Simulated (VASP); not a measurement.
Crystal: AgB2.

```xyz
3
Lattice="3.0268 0.0000 0.0000 -1.5134 2.6213 0.0000 0.0000 0.0000 4.0639" Properties=species:S:1:pos:R:3 pbc="T T T"
Ag    0.0000    0.0000    0.0000
B     0.0000    1.7475    2.0320
B     1.5134    0.8738    2.0320
```

Base run:

- Program: VASP 6.6.1
- Functional: RPBE
- Potentials or basis: VASP PAW PBE potentials, release 64 (Ag, B)
- Cutoff: 520 eV
- k mesh: 10 × 10 × 7
- Occupations: methfessel-paxton, width 0.1 eV
- Spin: no spin polarisation

Its results: pressure 3.0 GPa.

Problem. The run is repeated on the same cell with these changes: functional from RPBE to BLYP. What comes out?

Solution. Pressure 6.0 GPa.

Caveats: the PAW data sets were made with another functional, which shifts forces and pressure a little.
